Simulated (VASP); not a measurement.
A run of VASP 6.6.1:

INCAR

```
  ALGO = Normal
  EDIFF = 1E-6
  ENCUT = 520
  GGA = PE
  ISIF = 2
  ISMEAR = 0
  ISPIN = 2
  ISYM = 0
  IVDW = 12
  LASPH = T
  LCHARG = F
  LORBIT = 11
  LREAL = F
  LWAVE = F
  MAGMOM = 1 0 0 0 0 0 0 0 0
  NBANDS = 22
  NELM = 150
  PREC = Accurate
  SIGMA = 0.005
```

File KPOINTS:

```
k-points
0
Gamma
  1 1 1
```

The input POSCAR:

```
AlH6C2
1.0
   15.0000000000      0.0000000000      0.0000000000
    0.0000000000     15.5000000000      0.0000000000
    0.0000000000      0.0000000000     16.0000000000
Al C H
1 2 6
Direct
    0.4999063808      0.4995043503      0.4349522870
    0.6129896222      0.4998462589      0.4989195884
    0.3860265735      0.5000577479      0.4973992258
    0.6004737452      0.4977775665      0.5666802792
    0.6550680794      0.4443487131      0.4821608494
    0.6522850834      0.5580870435      0.4851007085
    0.3261303838      0.5008422921      0.4581130146
    0.3830226506      0.4426018680      0.5379302471
    0.3840974813      0.5569341597      0.5387438002
```

Potentials or basis: VASP PAW PBE potentials, release 64 (Al, C, H).

Command:

```console
$ cat potpaw_PBE.64/Al/POTCAR potpaw_PBE.64/C/POTCAR potpaw_PBE.64/H/POTCAR > POTCAR
$ mpirun -np 1 vasp_gam > vasp.out
```

Hardware: 1 thread of AMD EPYC 7R43 64-Core Processor (Zen 3) (shared host).

Question: How long does it take, and how much memory?

Answer: Run time: 18 min on 1 thread of AMD EPYC 7R43 64-Core Processor (Zen 3) (shared host), peak memory 3.5 GiB. Counts: scf iterations 30, k points 1.
